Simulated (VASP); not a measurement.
Runs of VASP 6.6.1 on Sb. It takes space group R-3m (No. 166, trigonal). The conventional cell has a = 4.308 Å, b = 4.308 Å, c = 11.274 Å, α = 90.00°, β = 90.00°, γ = 120.00°. Within 3.8 Å of Sb (site symmetry 3m) lie 6 Sb at 2.91 to 3.35 Å. 

```tsv
k mesh	gap on the mesh (eV)	pressure (GPa)	largest force (eV/Å)
5 × 5 × 5	0.38	2.7	(a)
2 × 2 × 2	0.16	9.4	1.85
6 × 6 × 6	none	2.9	(b)
3 × 3 × 3	1.29	3.5	0.09
4 × 4 × 4	0.09	2.8	0.01
8 × 8 × 8	none	2.8	0.18
```

Alike in all rows: task single point; level PBE; potentials or basis VASP PAW PBE potentials, release 64 (Sb); no spin polarisation; cell as given; cutoff (eV) 500; smearing methfessel-paxton 0.05 eV.

Q: Fill in the values left out.

A: (a) 0.07; (b) 0.10.

Caveats: some runs use coarse meshes; spin-orbit coupling is left out, which moves the levels of the heavy elements; forces of over 1 eV/Å act on the atoms, so gaps and moduli don't describe the material at rest (some runs).

A k mesh can miss the band edges, and the runs leave out spin-orbit coupling on Sb.

A gap of «none» marks levels without a gap at the run's occupations.
